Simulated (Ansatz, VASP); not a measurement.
# ScPd in VASP and in Ansatz

```xyz
2
Lattice="3.2830 -0.0164 -0.0164 -0.0164 3.2830 -0.0164 -0.0164 -0.0164 3.2830" Properties=species:S:1:pos:R:3 pbc="T T T"
Sc    1.6251    1.6251    1.6251
Pd    0.0000    0.0000    0.0000
```

Change from the starting cell: equal xy, yz and zx shear strains of -1 %, crystal datasets.

Alike in both runs: task electric field gradients; functional PBEsol; k mesh 12 × 12 × 12; occupations fermi-dirac, width 0.05 eV; no spin polarisation.

|  | VASP | Ansatz |
| --- | --- | --- |
| version | VASP 6.6.1 | Ansatz 0.2.0 |
| potentials or method | VASP PAW PBE potentials, release 64 (Sc_sv, Pd), cutoff 520 eV | all-electron PAW with datasets made for the crystal, scalar-relativistic |

|  | VASP | Ansatz | Ansatz less VASP |
| --- | --- | --- | --- |
| pressure (GPa) | -1.5 | -1.6 | -0.15 |
| traceless stress, the component that is largest in VASP (GPa) | 0.47 | 0.46 | -0.008 |
| size of Vzz on the site where it differs most (V/Å²) | 5.6 | 9.2 | +3.56 |

VASP's potentials were made for PBE, not for PBEsol. Ansatz ran all-electron here, and VASP with PAW potentials.
